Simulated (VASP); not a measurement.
# Al (Im-3m) in VASP: further runs, part 2 of 2

VASP 6.6.1.

## Step 3: Relaxation of cell and atoms, PBEsol

This run uses another cell than the first one, of 16.12 Å³/atom, 0.972 times its volume.

Input file INCAR:

```
  PREC = Accurate
  ENCUT = 600
  EDIFF = 1E-6
  ISMEAR = 0
  SIGMA = 0.1
  LREAL = F
  LASPH = T
  NELM = 100
  ALGO = Normal
  ISIF = 3
  LWAVE = F
  LCHARG = F
  GGA = PS
  IBRION = 2
  NSW = 60
  EDIFFG = -0.02
```

Input file KPOINTS:

```
regular mesh
0
Gamma
  9 9 9
```

Input file POSCAR:

```
Al
1.0
   -1.5912186900      1.5912186900      1.5912186900
    1.5912186900     -1.5912186900      1.5912186900
    1.5912186900      1.5912186900     -1.5912186900
Al
1
Direct
    0.0000000000      0.0000000000      0.0000000000
```

Potentials or basis: VASP PAW PBE potentials, release 64 (Al).

Started as:

```
$ cat potpaw_PBE.64/Al/POTCAR > POTCAR
$ mpirun -np 1 vasp_std > vasp.out
```

OUTCAR:

```text
PREC = Accurate
   ENCUT = 600
   EDIFF = 1E-6
   ISMEAR = 0
   LREAL = F
   LASPH = T
   NELM = 100
   ISIF = 3
   GGA = PS
   IBRION = 2
   NSW = 60
   EDIFFG = -0.02

 ion  position               nearest neighbor table
   1  0.000  0.000  0.000-

  LATTYP: Found a body centered cubic cell.
 ALAT       =     3.1824373800

  Lattice vectors:

 A1 = (  -1.5912186900,   1.5912186900,   1.5912186900)
 A2 = (   1.5912186900,  -1.5912186900,   1.5912186900)
 A3 = (   1.5912186900,   1.5912186900,  -1.5912186900)

Analysis of symmetry for initial positions (statically):
=====================================================================
 Subroutine PRICEL returns:
 Original cell was already a primitive cell.

 Routine SETGRP: Setting up the symmetry group for a
 body centered cubic supercell.

 Subroutine GETGRP returns: Found 48 space group operations
 (whereof 48 operations were pure point group operations)
 out of a pool of 48 trial point group operations.

The static configuration has the point symmetry O_h .

Analysis of symmetry for dynamics (positions and initial velocities):
=====================================================================
 Subroutine PRICEL returns:
 Original cell was already a primitive cell.

 Routine SETGRP: Setting up the symmetry group for a
 body centered cubic supercell.

 Subroutine GETGRP returns: Found 48 space group operations
 (whereof 48 operations were pure point group operations)
 out of a pool of 48 trial point group operations.

The dynamic configuration has the point symmetry O_h .

 Subroutine INISYM returns: Found 48 space group operations
 (whereof 48 operations are pure point group operations),
 and found     1 'primitive' translations

----------------------------------------------------------------------------------------

                                     Primitive cell

  volume of cell :      16.1157

  direct lattice vectors                    reciprocal lattice vectors
    -1.591218690  1.591218690  1.591218690     0.000000000  0.314224565  0.314224565
     1.591218690 -1.591218690  1.591218690     0.314224565  0.000000000  0.314224565
     1.591218690  1.591218690 -1.591218690     0.314224565  0.314224565  0.000000000

  length of vectors
     2.756071617  2.756071617  2.756071617     0.444380641  0.444380641  0.444380641

  position of ions in fractional coordinates (direct lattice)
     0.000000000  0.000000000  0.000000000

  ion indices of the primitive-cell ions
   primitive index   ion index
                 1           1

----------------------------------------------------------------------------------------

 KPOINTS: regular mesh

Automatic generation of k-mesh.
 Grid dimensions read from file:
 generate k-points for:    9    9    9

 Generating k-lattice:

  Cartesian coordinates                     Fractional coordinates (reciprocal lattice)
     0.000000000  0.034913841  0.034913841     0.111111111  0.000000000  0.000000000
     0.034913841  0.000000000  0.034913841     0.000000000  0.111111111  0.000000000
     0.034913841  0.034913841  0.000000000     0.000000000  0.000000000  0.111111111

  Length of vectors
     0.049375627  0.049375627  0.049375627

  Shift w.r.t. Gamma in fractional coordinates (k-lattice)
     0.000000000  0.000000000  0.000000000

 Subroutine IBZKPT returns following result:
 ===========================================

 Found     35 irreducible k-points:

 Following reciprocal coordinates:
            Coordinates               Weight
  0.000000  0.000000  0.000000      1.000000
  0.111111  0.000000  0.000000     12.000000
  0.222222  0.000000  0.000000     12.000000
  0.333333  0.000000  0.000000     12.000000
  0.444444  0.000000  0.000000     12.000000
  0.111111  0.111111  0.000000     24.000000
[... 16 lines left out ...]
 -0.333333  0.444444  0.111111     48.000000
 -0.444444 -0.444444  0.111111     24.000000
 [... further k-points ...]
   k-points           NKPTS =     35   k-points in BZ     NKDIM =     35   number of bands    NBANDS=      5
   number of dos      NEDOS =    301   number of ions     NIONS =      1
   total plane-waves  NPLWV =  13824
   dimension x,y,z NGX =    24 NGY =   24 NGZ =   24
   dimension x,y,z NGXF=    48 NGYF=   48 NGZF=   48
   ions per type =               1
   NGX,Y,Z   is equivalent  to a cutoff of  14.48, 14.48, 14.48 a.u.
   NGXF,Y,Z  is equivalent  to a cutoff of  28.95, 28.95, 28.95 a.u.
 SYSTEM =  unknown system
   PREC   = accura    normal or accurate (medium, high low for compatibility)
   ISTART =      0    job   : 0-new  1-cont  2-samecut
   ICHARG =      2    charge: 1-file 2-atom 10-const
   ISPIN  =      1    spin polarized calculation?
   LNONCOLLINEAR =      F non collinear calculations
   LSORBIT =      F    spin-orbit coupling
   LASPH  =      T    aspherical Exc in radial PAW
   ENCUT  =  600.0 eV  44.10 Ry    6.64 a.u.   5.50  5.50  5.50*2*pi/ulx,y,z
   NELM   =    100;   NELMIN=  2; NELMDL= -5     # of ELM steps
   EDIFF  = 0.1E-05   stopping-criterion for ELM
   LREAL  =      F    real-space projection
   EDIFFG = -.2E-01   stopping-criterion for IOM
   NSW    =     60    number of steps for IOM
   IBRION =      2    ionic relax: 0-MD 1-quasi-New 2-CG
   NFREE  =      1    steps in history (QN), initial steepest desc. (CG)
   ISIF   =      3    stress and relaxation
   ISYM   =      2    0-nonsym 1-usesym 2-fastsym
   POTIM  = 0.5000    time-step for ionic-motion
   TEBEG  =    0.0;   TEEND  =   0.0 temperature during run
   PSTRESS=    0.0 pullay stress
   NELECT =       3.0000    total number of electrons
   NUPDOWN=      -1.0000    fix difference up-down
   EMIN   =  10.00;   EMAX   =-10.00  energy-range for DOS
   EFERMI =   0.00;   METHOD = LEGACY
   ISMEAR =     0;   SIGMA  =   0.10  broadening in eV -4-tet -1-fermi 0-gaus
   EFERMI_NEDOS =   21; number of points for ismear=-14 and -15
   IALGO  =     38    algorithm
   IMIX   =      4    mixing-type and parameters
     AMIX     =   0.40;   BMIX     =  1.00
     AMIX_MAG =   1.60;   BMIX_MAG =  1.00
  volume/ion in A,a.u.               =      16.12       108.75
  Fermi-wavevector in a.u.,A,eV,Ry     =   0.934757  1.766435 11.888371  0.873771
  Thomas-Fermi vector in A             =   2.061595
   LORBIT       =      0    0 simple, 1 ext, 2 COOP (PROOUT), +10 PAW based schemes
   GGA     = PS    functional components
   LHFCALC =     F    Hartree Fock is set to
   AEXX    =    0.0000 exact exchange contribution
   IVDW    =     0    specifies the selected vdW correction
   LEPSILON=     F    determine dielectric tensor
   LRPA    =     F    only Hartree local field effects (RPA)
 conjugate gradient relaxation of ions
 non-spin polarized calculation
 Gauss-broadening in eV      SIGMA  =   0.10
  energy-cutoff  :      600.00
  volume of cell :       16.12
 maximum number of plane-waves:       559
 NGX is ok and might be reduce to    24
   NGX = 11   NGY = 11   NGZ = 11

--------------------------------------- Ionic step        1  -------------------------------------------

 number of electron       3.0000000 magnetization

 Free energy of the ion-electron system (eV)
  ---------------------------------------------------
  ext. energy  EPLUGINS =         0.00000000
  ---------------------------------------------------
  free energy    TOTEN  =        -3.98561175 eV

  energy without entropy =       -3.98422693  energy(sigma->0) =       -3.98491934

------------------------ aborting loop because EDIFF is reached ----------------------------------------

  FORCE on cell =-STRESS in cart. coord.  units (eV):
  Direction    XX          YY          ZZ          XY          YZ          ZX
  --------------------------------------------------------------------------------------
  -------------------------------------------------------------------------------------
  Total        0.2395009      0.2395009      0.2395009     -0.0000000      0.0000000     -0.0000000
  in kB       23.8104805     23.8104805     23.8104805     -0.0000000      0.0000000     -0.0000000
  external PRESSURE =      23.8104805 kB  Pullay stress =       0.0000000 kB
[... 57 lines left out ...]
--------------------------------------- Ionic step        3  -------------------------------------------

 number of electron       3.0000000 magnetization

 Free energy of the ion-electron system (eV)
  ---------------------------------------------------
  ext. energy  EPLUGINS =         0.00000000
  ---------------------------------------------------
  free energy    TOTEN  =        -3.98907544 eV

  energy without entropy =       -3.98804315  energy(sigma->0) =       -3.98855929

 E-fermi :   7.9284     XC(G=0): -10.2401

 val. band max:        7.7843163616   @ k =   0.2222   0.2222   0.2222
 cond. band min:       8.0628965219   @ k =  -0.3333   0.4444   0.1111
 fundamental gap:      0.2785801603
 Fermi energy:         7.9284096068

 k-point     1 :       0.0000    0.0000    0.0000
  band No.  band energies     occupation
      1      -3.1951      2.00000
      2      21.1003      0.00000
      3      21.1003      0.00000
      4      21.1003      0.00000
      5      22.4882      0.00000
[... 177 lines left out ...]
 k-point    24 :      -0.4444   -0.4444    0.1111
  band No.  band energies     occupation
      1       4.4976      2.00000
      2       4.9828      2.00000
      3      10.6812      0.00000
      4      16.8976      0.00000
      5      19.2647      0.00000

 [... further k-points ...]
[... 5 lines left out ...]
  --------------------------------------------------------------------------------------
  -------------------------------------------------------------------------------------
  Total        0.0004071      0.0004071      0.0004071     -0.0000000     -0.0000000      0.0000000
  in kB        0.0393101      0.0393101      0.0393101     -0.0000000     -0.0000000      0.0000000
  external PRESSURE =       0.0393101 kB  Pullay stress =       0.0000000 kB
[... 16 lines left out ...]
  FREE ENERGIE OF THE ION-ELECTRON SYSTEM (eV)
  ---------------------------------------------------
  free  energy   TOTEN  =        -3.9890754412 eV

  energy  without entropy=       -3.9880431473  energy(sigma->0) =       -3.98855929

 reached required accuracy - stopping structural energy minimisation
```

It took 2.6 s on 1 thread of Intel Xeon 6975P-C (Granite Rapids), shared host; peak memory 0.13 GiB.

Results:

```yaml
Free_energy: -3.9891 eV
Relaxed_volume: 16.59 Å³/atom
Relaxed_cell: a = 2.783 Å, b = 2.783 Å, c = 2.783 Å, α = 109.47°, β = 109.47°, γ = 109.47°
Space_group_after_relaxing_to_0.05_Å: Im-3m (No. 229)
Energy_gained_by_relaxing: 3.5 meV/atom
Ionic_steps: 3
Pressure_after_relaxing: 0.0 GPa
```

The path:
```
step  energy change (eV)  largest force (eV/Å)  pressure (GPa)  volume (Å³)
   1              0.0000                0.0000            2.38        16.12
   2             -0.0034                0.0000           -0.40        16.68
   3             -0.0035                0.0000            0.00        16.59
```

Final structure:
```yaml
crystal:
  lattice:
    - [-1.60678, 1.60678, 1.60678]
    - [1.60678, -1.60678, 1.60678]
    - [1.60678, 1.60678, -1.60678]
  atoms:
    - { symbol: Al, position: [0.00000, 0.00000, 0.00000] }
```

Caveat: the PAW data sets were made with another functional, which shifts forces and pressure a little.
